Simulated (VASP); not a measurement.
# Y2CN (P-3m1) in VASP: relaxation of cell and atoms with PBE

Aim: the relaxation of cell and atoms of Y2CN with PBE.

Everything below comes from runs of VASP 6.6.1. Logs are shortened: lines on timing, memory, paths and dates and some standing lists are left out, and cuts for length are marked.

**1. The cell of the first run**

The structure is trigonal, space group P-3m1 (No. 164). The conventional cell has a = 3.564 Å, b = 3.564 Å, c = 5.662 Å, α = 90.00°, β = 90.00°, γ = 120.00°. Within 3.3 Å of Y (site symmetry 3m) lie 3 N at 2.50 Å and 3 C at 2.50 Å. Within 3.3 Å of C (site symmetry -3m) lie 6 Y at 2.50 Å and 2 N at 2.83 Å. Within 3.3 Å of N (site symmetry -3m) lie 6 Y at 2.50 Å and 2 C at 2.83 Å.

**2. Relaxation of cell and atoms, PBE**

INCAR

```
  PREC = Accurate
  ENCUT = 600
  EDIFF = 1E-6
  ISMEAR = 0
  SIGMA = 0.1
  LREAL = F
  LASPH = T
  NELM = 100
  ALGO = Normal
  ISIF = 3
  LWAVE = F
  LCHARG = F
  GGA = PE
  IBRION = 2
  NSW = 100
  EDIFFG = -0.01
```

KPOINTS

```
Automatic mesh
0
Gamma
  15 15 8
```

POSCAR

```
Y2CN
1.0
    3.5642352283      0.0000000000      0.0000000000
   -1.7821176141      3.0867182528      0.0000000000
    0.0000000000      0.0000000000      5.6618553114
Y C N
2 1 1
Direct
    0.3333333333      0.6666666667      0.7502785369
    0.6666666667      0.3333333333      0.2497214631
    0.0000000000      0.0000000000      0.5000000000
    0.0000000000      0.0000000000      0.0000000000
```

Potentials or basis: VASP PAW PBE potentials, release 64 (Y_sv, C, N).

Started as:

```
$ cat potpaw_PBE.64/Y_sv/POTCAR potpaw_PBE.64/C/POTCAR potpaw_PBE.64/N/POTCAR > POTCAR
$ mpirun -np 1 vasp_std > vasp.out
```

OUTCAR:

```text
PREC = Accurate
   ENCUT = 600
   EDIFF = 1E-6
   ISMEAR = 0
   LREAL = F
   LASPH = T
   NELM = 100
   ISIF = 3
   GGA = PE
   IBRION = 2
   NSW = 100
   EDIFFG = -0.01

 ion  position               nearest neighbor table
   1  0.333  0.667  0.750-   4 2.50   4 2.50   4 2.50   3 2.50   3 2.50   3 2.50   2 3.50   2 3.50
                             2 3.50   2 3.50   2 3.50   2 3.50
   2  0.667  0.333  0.250-   4 2.50   4 2.50   4 2.50   3 2.50   3 2.50   3 2.50   1 3.50   1 3.50
                             1 3.50   1 3.50   1 3.50   1 3.50
   3  0.000  0.000  0.500-   1 2.50   2 2.50   1 2.50   2 2.50   2 2.50   1 2.50
   4  0.000  0.000  0.000-   1 2.50   2 2.50   1 2.50   2 2.50   2 2.50   1 2.50

  LATTYP: Found a hexagonal cell.
 ALAT       =     3.5642352283
 C/A-ratio  =     1.5885189806

  Lattice vectors:

 A1 = (   3.5642352283,   0.0000000000,   0.0000000000)
 A2 = (  -1.7821176141,   3.0867182528,   0.0000000000)
 A3 = (   0.0000000000,   0.0000000000,   5.6618553114)

Analysis of symmetry for initial positions (statically):
=====================================================================
 Subroutine PRICEL returns:
 Original cell was already a primitive cell.

 Routine SETGRP: Setting up the symmetry group for a
 hexagonal supercell.

 Subroutine GETGRP returns: Found 12 space group operations
 (whereof 12 operations were pure point group operations)
 out of a pool of 24 trial point group operations.

The static configuration has the point symmetry D_3d.

Analysis of symmetry for dynamics (positions and initial velocities):
=====================================================================
 Subroutine PRICEL returns:
 Original cell was already a primitive cell.

 Routine SETGRP: Setting up the symmetry group for a
 hexagonal supercell.

 Subroutine GETGRP returns: Found 12 space group operations
 (whereof 12 operations were pure point group operations)
 out of a pool of 24 trial point group operations.

The dynamic configuration has the point symmetry D_3d.

 Subroutine INISYM returns: Found 12 space group operations
 (whereof 12 operations are pure point group operations),
 and found     1 'primitive' translations

----------------------------------------------------------------------------------------

                                     Primitive cell

  volume of cell :      62.2905

  direct lattice vectors                    reciprocal lattice vectors
     3.564235228  0.000000000  0.000000000     0.280565096  0.161984334  0.000000000
    -1.782117614  3.086718253  0.000000000     0.000000000  0.323968668  0.000000000
     0.000000000  0.000000000  5.661855311     0.000000000  0.000000000  0.176620550

  length of vectors
     3.564235228  3.564235228  5.661855311     0.323968668  0.323968668  0.176620550

  position of ions in fractional coordinates (direct lattice)
     0.333333333  0.666666667  0.750278537
     0.666666667  0.333333333  0.249721463
     0.000000000  0.000000000  0.500000000
     0.000000000  0.000000000  0.000000000

  ion indices of the primitive-cell ions
   primitive index   ion index
                 1           1
                 2           2
                 3           3
                 4           4

----------------------------------------------------------------------------------------

 KPOINTS: Automatic mesh

Automatic generation of k-mesh.
 Grid dimensions read from file:
 generate k-points for:   15   15    8

 Generating k-lattice:

  Cartesian coordinates                     Fractional coordinates (reciprocal lattice)
     0.018704340  0.010798956  0.000000000     0.066666667  0.000000000  0.000000000
     0.000000000  0.021597911  0.000000000     0.000000000  0.066666667  0.000000000
     0.000000000  0.000000000  0.022077569     0.000000000  0.000000000  0.125000000

  Length of vectors
     0.021597911  0.021597911  0.022077569

  Shift w.r.t. Gamma in fractional coordinates (k-lattice)
     0.000000000  0.000000000  0.000000000

 Subroutine IBZKPT returns following result:
 ===========================================

 Found    192 irreducible k-points:

 Following reciprocal coordinates:
            Coordinates               Weight
  0.000000  0.000000  0.000000      1.000000
  0.066667  0.000000  0.000000      6.000000
  0.133333  0.000000  0.000000      6.000000
  0.200000  0.000000  0.000000      6.000000
  0.266667  0.000000  0.000000      6.000000
  0.333333  0.000000  0.000000      6.000000
[... 16 lines left out ...]
  0.333333  0.200000  0.000000     12.000000
  0.400000  0.200000  0.000000      6.000000
 [... further k-points ...]
   k-points           NKPTS =    192   k-points in BZ     NKDIM =    192   number of bands    NBANDS=     19
   number of dos      NEDOS =    301   number of ions     NIONS =      4
   total plane-waves  NPLWV =  37632
   dimension x,y,z NGX =    28 NGY =   28 NGZ =   48
   dimension x,y,z NGXF=    56 NGYF=   56 NGZF=   96
   ions per type =               2   1   1
   NGX,Y,Z   is equivalent  to a cutoff of  13.06, 13.06, 14.09 a.u.
   NGXF,Y,Z  is equivalent  to a cutoff of  26.12, 26.12, 28.19 a.u.
 SYSTEM =  unknown system
   PREC   = accura    normal or accurate (medium, high low for compatibility)
   ISTART =      0    job   : 0-new  1-cont  2-samecut
   ICHARG =      2    charge: 1-file 2-atom 10-const
   ISPIN  =      1    spin polarized calculation?
   LNONCOLLINEAR =      F non collinear calculations
   LSORBIT =      F    spin-orbit coupling
   LASPH  =      T    aspherical Exc in radial PAW
   ENCUT  =  600.0 eV  44.10 Ry    6.64 a.u.   7.12  7.12 11.31*2*pi/ulx,y,z
   NELM   =    100;   NELMIN=  2; NELMDL= -5     # of ELM steps
   EDIFF  = 0.1E-05   stopping-criterion for ELM
   LREAL  =      F    real-space projection
   EDIFFG = -.1E-01   stopping-criterion for IOM
   NSW    =    100    number of steps for IOM
   IBRION =      2    ionic relax: 0-MD 1-quasi-New 2-CG
   NFREE  =      1    steps in history (QN), initial steepest desc. (CG)
   ISIF   =      3    stress and relaxation
   ISYM   =      2    0-nonsym 1-usesym 2-fastsym
   POTIM  = 0.5000    time-step for ionic-motion
   TEBEG  =    0.0;   TEEND  =   0.0 temperature during run
   PSTRESS=    0.0 pullay stress
   NELECT =      31.0000    total number of electrons
   NUPDOWN=      -1.0000    fix difference up-down
   EMIN   =  10.00;   EMAX   =-10.00  energy-range for DOS
   EFERMI =   0.00;   METHOD = LEGACY
   ISMEAR =     0;   SIGMA  =   0.10  broadening in eV -4-tet -1-fermi 0-gaus
   EFERMI_NEDOS =   21; number of points for ismear=-14 and -15
   IALGO  =     38    algorithm
   IMIX   =      4    mixing-type and parameters
     AMIX     =   0.40;   BMIX     =  1.00
     AMIX_MAG =   1.60;   BMIX_MAG =  1.00
  volume/ion in A,a.u.               =      15.57       105.09
  Fermi-wavevector in a.u.,A,eV,Ry     =   1.297343  2.451622 22.899937  1.683098
  Thomas-Fermi vector in A             =   2.428741
   LORBIT       =      0    0 simple, 1 ext, 2 COOP (PROOUT), +10 PAW based schemes
   GGA     = PE    functional components
   LHFCALC =     F    Hartree Fock is set to
   AEXX    =    0.0000 exact exchange contribution
   IVDW    =     0    specifies the selected vdW correction
   LEPSILON=     F    determine dielectric tensor
   LRPA    =     F    only Hartree local field effects (RPA)
 conjugate gradient relaxation of ions
 non-spin polarized calculation
 Gauss-broadening in eV      SIGMA  =   0.10
  energy-cutoff  :      600.00
  volume of cell :       62.29
 maximum number of plane-waves:      2106
   NGX = 15   NGY = 15   NGZ = 23

--------------------------------------- Ionic step        1  -------------------------------------------

 number of electron      30.9999998 magnetization

 Free energy of the ion-electron system (eV)
  ---------------------------------------------------
  ext. energy  EPLUGINS =         0.00000000
  ---------------------------------------------------
  free energy    TOTEN  =       -33.27744944 eV

  energy without entropy =      -33.26994160  energy(sigma->0) =      -33.27369552

------------------------ aborting loop because EDIFF is reached ----------------------------------------

  FORCE on cell =-STRESS in cart. coord.  units (eV):
  Direction    XX          YY          ZZ          XY          YZ          ZX
  --------------------------------------------------------------------------------------
  -------------------------------------------------------------------------------------
  Total       -0.0592190     -0.0592190     -0.1929828     -0.0000000     -0.0000000      0.0000000
  in kB       -1.5231750     -1.5231750     -4.9637188     -0.0000000     -0.0000000      0.0000000
  external PRESSURE =      -2.6700229 kB  Pullay stress =       0.0000000 kB
[... 61 lines left out ...]
  energy  without entropy=      -33.2701962783  energy(sigma->0) =      -33.27388131

--------------------------------------- Ionic step        3  -------------------------------------------

 number of electron      30.9999998 magnetization

 Free energy of the ion-electron system (eV)
  ---------------------------------------------------
  ext. energy  EPLUGINS =         0.00000000
  ---------------------------------------------------
  free energy    TOTEN  =       -33.27765190 eV

  energy without entropy =      -33.27022957  energy(sigma->0) =      -33.27394073

 E-fermi :   4.1491     XC(G=0): -10.9864

 val. band max:        4.1281826972   @ k =   0.0000   0.1333   0.2500
 cond. band min:       4.1549152497   @ k =   0.4000   0.2000   0.2500
 fundamental gap:      0.0267325525
 Fermi energy:         4.1491195774

 k-point     1 :       0.0000    0.0000    0.0000
  band No.  band energies     occupation
      1     -36.9737      2.00000
      2     -36.8719      2.00000
      3     -17.5604      2.00000
      4     -16.8084      2.00000
      5     -16.8084      2.00000
      6     -16.7228      2.00000
[... 11 lines left out ...]
     18       7.3360      0.00000
     19       7.3360      0.00000
[... 489 lines left out ...]
      3     -17.4724      2.00000
      4     -17.1886      2.00000
      5     -17.0993      2.00000
      6     -17.0279      2.00000
[... 11 lines left out ...]
     18       7.6817      0.00000
     19       9.3338      0.00000

 [... further k-points ...]

------------------------ aborting loop because EDIFF is reached ----------------------------------------

  FORCE on cell =-STRESS in cart. coord.  units (eV):
  Direction    XX          YY          ZZ          XY          YZ          ZX
  --------------------------------------------------------------------------------------
  -------------------------------------------------------------------------------------
  Total        0.0391501      0.0391501     -0.0147993      0.0000000      0.0000000      0.0000000
  in kB        1.0092734      1.0092734     -0.3815208      0.0000000      0.0000000      0.0000000
  external PRESSURE =       0.5456754 kB  Pullay stress =       0.0000000 kB
[... 19 lines left out ...]
  FREE ENERGIE OF THE ION-ELECTRON SYSTEM (eV)
  ---------------------------------------------------
  free  energy   TOTEN  =       -33.2776518982 eV

  energy  without entropy=      -33.2702295696  energy(sigma->0) =      -33.27394073

 reached required accuracy - stopping structural energy minimisation
```

Run time: 4.3 min. Hardware: 1 thread of Intel Xeon 6975P-C (Granite Rapids), shared host; peak memory 0.44 GiB.

Results:

```
Free energy                            : -33.2777 eV
Relaxed volume                         : 15.54 Å³/atom
Relaxed cell                           : a = 3.563 Å, b = 3.563 Å, c = 5.654 Å, α = 90.00°, β = 90.00°, γ = 120.00°
Space group after relaxing (to 0.05 Å) : P-3m1 (No. 164)
Energy gained by relaxing              : 0.1 meV/atom
Ionic steps                            : 3
Pressure after relaxing                : 0.1 GPa
Largest force after relaxing           : 0.005 eV/Å
```

Forces on the atoms (eV/Å):
```
Y    0.000  0.000 -0.005
Y    0.000  0.000  0.005
C    0.000  0.000  0.000
N    0.000  0.000  0.000
```

Step by step:
```csv
step,energy change (eV),largest force (eV/Å),pressure (GPa),volume (Å³)
1,0.0000,0.0369,-0.27,62.29
2,-0.0001,0.0154,0.26,62.06
3,-0.0002,0.0054,0.05,62.15
```

Final structure:
```
Y C N
1.0
     3.56269    0.00000    0.00000
    -1.78135    3.08538    0.00000
     0.00000    0.00000    5.65388
Y C N
2 1 1
Direct
  0.33333 0.66667 0.75009
  0.66667 0.33333 0.24991
  0.00000 0.00000 0.50000
  0.00000 0.00000 0.00000
```
